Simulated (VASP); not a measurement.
# F (C2/c) in VASP: notebook

The runs below take F through single point, with PBE.

Everything below comes from runs of VASP 6.6.1. Logs are shortened: lines on timing, memory, paths and dates and some standing lists are left out, and cuts for length are marked.

## Step 1: The cell of the first run

The structure is monoclinic, space group C2/c (No. 15). Conventional cell: a = 5.500 Å, b = 3.280 Å, c = 7.280 Å, α = 90.00°, β = 102.17°, γ = 90.00°. F (site symmetry 1) has 1 F at 1.49 Å within 2.0 Å.

## Step 2: Single point, PBE

Input file INCAR:

```
SYSTEM = F
  PREC = Accurate
  ENCUT = 520
  EDIFF = 1E-7
  ISMEAR = 0
  SIGMA = 0.02
  LREAL = .False.
  LASPH = .True.
  NELM = 80
  ALGO = Normal
  ISIF = 2
  LWAVE = .False.
  LCHARG = .True.
  GGA = PE
  LELF = .True.
  LVHAR = .True.
  NBANDS = 22
```

Input file KPOINTS:

```
regular mesh
0
Gamma
  1 1 1
  0 0 0
```

Input file POSCAR:

```
F
1.0
    2.7500000000     -1.6400000000      0.0000000000
    2.7500000000      1.6400000000      0.0000000000
   -1.5347200000      0.0000000000      7.1163900000
F
4
Direct
    0.9680000000      0.6020000000      0.0997000000
    0.3980000000      0.0320000000      0.4003000000
    0.0320000000      0.3980000000      0.9003000000
    0.6020000000      0.9680000000      0.5997000000
```

Potentials or basis: VASP PAW PBE potentials, release 64 (F).

Command:

```console
> cat potpaw_PBE.64/F/POTCAR > POTCAR
> mpirun -np 1 vasp_gam > vasp.out
```

OUTCAR:

```text
SYSTEM = F
   PREC = Accurate
   ENCUT = 520
   EDIFF = 1E-7
   ISMEAR = 0
   LREAL = .False.
   LASPH = .True.
   NELM = 80
   ISIF = 2
   GGA = PE

 ion  position               nearest neighbor table
   1  0.968  0.602  0.100-   3 1.49
   2  0.398  0.032  0.400-   4 1.49
   3  0.032  0.398  0.900-   1 1.49
   4  0.602  0.968  0.600-   2 1.49

  LATTYP: Found a base centered monoclinic cell.
 ALAT       =     5.5000000000
 B/A-ratio  =     0.5963636364
 C/A-ratio  =     1.3236360154
 COS(beta)  =    -0.2108132423

  Lattice vectors:

 A1 = (   2.7500000000,  -1.6400000000,   0.0000000000)
 A2 = (   2.7500000000,   1.6400000000,   0.0000000000)
 A3 = (  -1.5347200000,   0.0000000000,   7.1163900000)

Analysis of symmetry for initial positions (statically):
=====================================================================
 Subroutine PRICEL returns:
 Original cell was already a primitive cell.

 Routine SETGRP: Setting up the symmetry group for a
 base centered monoclinic supercell.

 Subroutine GETGRP returns: Found  4 space group operations
 (whereof  2 operations were pure point group operations)
 out of a pool of  4 trial point group operations.

The static configuration has the point symmetry S_2 .
 The point group associated with its full space group is C_2h.

Analysis of symmetry for dynamics (positions and initial velocities):
=====================================================================
 Subroutine PRICEL returns:
 Original cell was already a primitive cell.

 Routine SETGRP: Setting up the symmetry group for a
 base centered monoclinic supercell.

 Subroutine GETGRP returns: Found  4 space group operations
 (whereof  2 operations were pure point group operations)
 out of a pool of  4 trial point group operations.

The dynamic configuration has the point symmetry S_2 .
 The point group associated with its full space group is C_2h.

 Subroutine INISYM returns: Found  4 space group operations
 (whereof  2 operations are pure point group operations),
 and found     1 'primitive' translations

----------------------------------------------------------------------------------------

                                     Primitive cell

  volume of cell :      64.1898

  direct lattice vectors                    reciprocal lattice vectors
     2.750000000 -1.640000000  0.000000000     0.181818182 -0.304878049  0.039210892
     2.750000000  1.640000000  0.000000000     0.181818182  0.304878049  0.039210892
    -1.534720000  0.000000000  7.116390000     0.000000000  0.000000000  0.140520685

  length of vectors
     3.201890067  3.201890067  7.279998085     0.357135786  0.357135786  0.140520685

  position of ions in fractional coordinates (direct lattice)
     0.968000000  0.602000000  0.099700000
     0.398000000  0.032000000  0.400300000
     0.032000000  0.398000000  0.900300000
     0.602000000  0.968000000  0.599700000

  ion indices of the primitive-cell ions
   primitive index   ion index
                 1           1
                 2           2
                 3           3
                 4           4

----------------------------------------------------------------------------------------

 KPOINTS: regular mesh

Automatic generation of k-mesh.
 Grid dimensions read from file:
 generate k-points for:    1    1    1

 Generating k-lattice:

  Cartesian coordinates                     Fractional coordinates (reciprocal lattice)
     0.181818182 -0.304878049  0.039210892     1.000000000  0.000000000  0.000000000
     0.181818182  0.304878049  0.039210892     0.000000000  1.000000000  0.000000000
     0.000000000  0.000000000  0.140520685     0.000000000  0.000000000  1.000000000

  Length of vectors
     0.357135786  0.357135786  0.140520685

  Shift w.r.t. Gamma in fractional coordinates (k-lattice)
     0.000000000  0.000000000  0.000000000

 Subroutine IBZKPT returns following result:
 ===========================================

 Found      1 irreducible k-points:

 Following reciprocal coordinates:
            Coordinates               Weight
  0.000000  0.000000  0.000000      1.000000
   k-points           NKPTS =      1   k-points in BZ     NKDIM =      1   number of bands    NBANDS=     22
   number of dos      NEDOS =    301   number of ions     NIONS =      4
   total plane-waves  NPLWV =  31104
   dimension x,y,z NGX =    24 NGY =   24 NGZ =   54
   dimension x,y,z NGXF=    48 NGYF=   48 NGZF=  108
   ions per type =               4
   NGX,Y,Z   is equivalent  to a cutoff of  12.46, 12.46, 12.33 a.u.
   NGXF,Y,Z  is equivalent  to a cutoff of  24.92, 24.92, 24.66 a.u.
 SYSTEM =  F
   PREC   = accura    normal or accurate (medium, high low for compatibility)
   ISTART =      0    job   : 0-new  1-cont  2-samecut
   ICHARG =      2    charge: 1-file 2-atom 10-const
   ISPIN  =      1    spin polarized calculation?
   LNONCOLLINEAR =      F non collinear calculations
   LSORBIT =      F    spin-orbit coupling
   LASPH  =      T    aspherical Exc in radial PAW
   ENCUT  =  520.0 eV  38.22 Ry    6.18 a.u.   5.95  5.95 13.54*2*pi/ulx,y,z
   NELM   =     80;   NELMIN=  2; NELMDL= -5     # of ELM steps
   EDIFF  = 0.1E-06   stopping-criterion for ELM
   LREAL  =      F    real-space projection
   EDIFFG = 0.1E-05   stopping-criterion for IOM
   NSW    =      0    number of steps for IOM
   IBRION =     -1    ionic relax: 0-MD 1-quasi-New 2-CG
   NFREE  =      0    steps in history (QN), initial steepest desc. (CG)
   ISIF   =      2    stress and relaxation
   ISYM   =      2    0-nonsym 1-usesym 2-fastsym
   POTIM  = 0.5000    time-step for ionic-motion
   TEBEG  =    0.0;   TEEND  =   0.0 temperature during run
   PSTRESS=    0.0 pullay stress
   NELECT =      28.0000    total number of electrons
   NUPDOWN=      -1.0000    fix difference up-down
   EMIN   =  10.00;   EMAX   =-10.00  energy-range for DOS
   EFERMI =   0.00;   METHOD = LEGACY
   ISMEAR =     0;   SIGMA  =   0.02  broadening in eV -4-tet -1-fermi 0-gaus
   EFERMI_NEDOS =   21; number of points for ismear=-14 and -15
   IALGO  =     38    algorithm
   IMIX   =      4    mixing-type and parameters
     AMIX     =   0.40;   BMIX     =  1.00
     AMIX_MAG =   1.60;   BMIX_MAG =  1.00
  volume/ion in A,a.u.               =      16.05       108.29
  Fermi-wavevector in a.u.,A,eV,Ry     =   1.241572  2.346232 20.973411  1.541502
  Thomas-Fermi vector in A             =   2.375964
   LORBIT       =      0    0 simple, 1 ext, 2 COOP (PROOUT), +10 PAW based schemes
   GGA     = PE    functional components
   LHFCALC =     F    Hartree Fock is set to
   AEXX    =    0.0000 exact exchange contribution
   IVDW    =     0    specifies the selected vdW correction
   LEPSILON=     F    determine dielectric tensor
   LRPA    =     F    only Hartree local field effects (RPA)
 non-spin polarized calculation
 Gauss-broadening in eV      SIGMA  =   0.02
  energy-cutoff  :      520.00
  volume of cell :       64.19
 maximum number of plane-waves:       856
 NGX is ok and might be reduce to    24
   NGX = 11   NGY = 11   NGZ = 27

 number of electron      28.0000004 magnetization

 Free energy of the ion-electron system (eV)
  ---------------------------------------------------
  ext. energy  EPLUGINS =         0.00000000
  ---------------------------------------------------
  free energy    TOTEN  =        -3.00682231 eV

  energy without entropy =       -3.00682231  energy(sigma->0) =       -3.00682231

 E-fermi :  -4.3921     XC(G=0):  -7.6121

 val. band max:       -4.5924181602   @ k =   0.0000   0.0000   0.0000
 cond. band min:      -2.7401892543   @ k =   0.0000   0.0000   0.0000
 fundamental gap:      1.8522289059
 Fermi energy:        -4.3921364818

 k-point     1 :       0.0000    0.0000    0.0000
  band No.  band energies     occupation
      1     -28.5305      2.00000
      2     -28.3960      2.00000
      3     -23.5844      2.00000
      4     -23.2442      2.00000
      5     -10.8193      2.00000
      6      -9.9711      2.00000
[... 14 lines left out ...]
     21      13.9710      0.00000
     22      16.9921      0.00000

------------------------ aborting loop because EDIFF is reached ----------------------------------------

  FORCE on cell =-STRESS in cart. coord.  units (eV):
  Direction    XX          YY          ZZ          XY          YZ          ZX
  --------------------------------------------------------------------------------------
  -------------------------------------------------------------------------------------
  Total       12.7560424     11.9745476     -7.3270520      0.0000000      0.0000000      0.0371890
  in kB      318.3906152    298.8845179   -182.8831012      0.0000000      0.0000000      0.9282376
  external PRESSURE =     144.7973440 kB  Pullay stress =       0.0000000 kB

 VOLUME and BASIS-vectors are now :
 -----------------------------------------------------------------------------
  energy-cutoff  :      520.00
  volume of cell :       64.19
      direct lattice vectors                 reciprocal lattice vectors
     2.750000000 -1.640000000  0.000000000     0.181818182 -0.304878049  0.039210892
     2.750000000  1.640000000  0.000000000     0.181818182  0.304878049  0.039210892
    -1.534720000  0.000000000  7.116390000     0.000000000  0.000000000  0.140520685

 POSITION                                       TOTAL-FORCE (eV/Angst)
 -----------------------------------------------------------------------------------
      4.16449     -0.60024      0.70950        -0.012365     -0.006937     -2.711427
      0.56815     -0.60024      2.84869         0.012365     -0.006937      2.711427
     -0.19921      0.60024      6.40689         0.012365      0.006937      2.711427
      3.39713      0.60024      4.26770        -0.012365      0.006937     -2.711427
 -----------------------------------------------------------------------------------
    total drift:                                0.000000      0.000000      0.000000

  FREE ENERGIE OF THE ION-ELECTRON SYSTEM (eV)
  ---------------------------------------------------
  free  energy   TOTEN  =        -3.0068223101 eV

  energy  without entropy=       -3.0068223101  energy(sigma->0) =       -3.00682231
```

Wall time 3.3 s (1 thread of Intel Xeon Platinum 8488C (Sapphire Rapids), shared host); peak memory 0.15 GiB.

What came out:

```
Free energy   : -3.0068 eV
Pressure      : 14.5 GPa
Largest force : 2.711 eV/Å
```

Forces on the atoms (eV/Å):
```
F   -0.012 -0.007 -2.711
F    0.012 -0.007  2.711
F    0.012  0.007  2.711
F   -0.012  0.007 -2.711
```

Caveat: the k points lie up to 2.24 Å⁻¹ apart; forces of over 1 eV/Å act on the atoms, so gaps and moduli don't describe the material at rest.

## Step 3: Single point, PBE

Input file INCAR:

```
SYSTEM = F
PREC = Accurate
ENCUT = 520
EDIFF = 1E-6
ISMEAR = 0
SIGMA = 0.02
LREAL = .FALSE.
LASPH = .TRUE.
NELM = 100
ALGO = Normal
ISIF = 2
LWAVE = .FALSE.
LCHARG = .FALSE.
GGA = PE
NBANDS = 22
```

Input file KPOINTS:

```
regular mesh
0
G
  2 2 1
  0 0 0
```

POSCAR is that of step 2.

Potentials or basis: VASP PAW PBE potentials, release 64 (F).

Command:

```console
> cat potpaw_PBE.64/F/POTCAR > POTCAR
> mpirun -np 1 vasp_std > vasp.out
```

Run time: 3.5 s. Hardware: 1 thread of Intel Xeon Platinum 8488C (Sapphire Rapids), shared host; peak memory 0.15 GiB.

It converged, with:

| Quantity | Value |
| --- | --- |
| Free energy | -7.1207 eV |
| Pressure | -3.6 GPa |
| Largest force | 1.706 eV/Å |
| Band gap on the k mesh | 1.92 eV |

Forces on the atoms (eV/Å):
```
F   -0.134 -0.477 -1.632
F    0.134 -0.477  1.632
F    0.134  0.477  1.632
F   -0.134  0.477 -1.632
```

Stress tensor (GPa, compression positive):
```
  1.23   0.00  -0.52
  0.00  -0.06   0.00
 -0.52   0.00 -11.99
```

Levels at points of the mesh, in eV from the valence-band top:
```
           k point  band 11  band 12  band 13  band 14  band 15  band 16  band 17  band 18
(0.00, 0.00, 0.00)    -0.28    -0.18    -0.12     0.00     1.92     2.89     9.39    11.66
(0.50, 0.00, 0.00)    -0.55    -0.54    -0.19    -0.15     2.51     2.52    13.90    14.13
(0.50, 0.50, 0.00)    -0.71    -0.43    -0.41    -0.11     2.39     2.62    14.22    14.65
```

Caveat: the k points lie up to 1.12 Å⁻¹ apart; an odd mesh through Γ misses points on the zone boundary, where band edges can lie; forces of over 1 eV/Å act on the atoms, so gaps and moduli don't describe the material at rest.

## Step 4: Single point, PBE

Input file INCAR:

```
SYSTEM = F
ALGO = Normal ; EDIFF = 1E-7
ENCUT = 520 ; GGA = PE
ISIF = 2 ; ISMEAR = 0
LASPH = .TRUE. ; LCHARG = .FALSE.
LREAL = .FALSE. ; LWAVE = .FALSE.
NBANDS = 22 ; NELM = 100
PREC = Accurate ; SIGMA = 0.02
```

Input file KPOINTS:

```
k-points
0
G
  4 4 1
  0 0 0
```

POSCAR is that of step 3.

Command:

```console
> cat potpaw_PBE.64/F/POTCAR > POTCAR
> mpirun -np 1 vasp_std > vasp.out
```

Wall time 5.9 s (1 thread of Intel Xeon Platinum 8488C (Sapphire Rapids), shared host); peak memory 0.16 GiB.

The run converged. Its results:

```yaml
Free_energy: -7.1904 eV
Pressure: -4.1 GPa
Largest_force: 1.644 eV/Å
Band_gap_on_the_k_mesh: 1.93 eV
```

Forces in eV/Å, atoms in the order of the input:
```
F   -0.136 -0.499 -1.560
F    0.136 -0.499  1.560
F    0.136  0.499  1.560
F   -0.136  0.499 -1.560
```

Stress tensor (GPa, compression positive):
```
  0.20   0.00  -0.56
  0.00  -0.87   0.00
 -0.56   0.00 -11.52
```

Levels at points of the mesh, in eV from the valence-band top:
```
           k point  band 10  band 11  band 12  band 13  band 14  band 15  band 16  band 17  band 18  band 19
(0.00, 0.00, 0.00)    -2.59    -0.28    -0.18    -0.11     0.00     1.93     2.89     9.41    11.68    12.64
(0.50, 0.00, 0.00)    -2.84    -0.54    -0.53    -0.19    -0.15     2.52     2.52    13.92    14.15    15.69
(0.50, 0.50, 0.00)    -2.75    -0.70    -0.43    -0.41    -0.11     2.40     2.62    14.24    14.67    14.79
```

Caveat: the k points lie up to 0.88 Å⁻¹ apart; an odd mesh through Γ misses points on the zone boundary, where band edges can lie; forces of over 1 eV/Å act on the atoms, so gaps and moduli don't describe the material at rest.

[end of part 1 of 2]
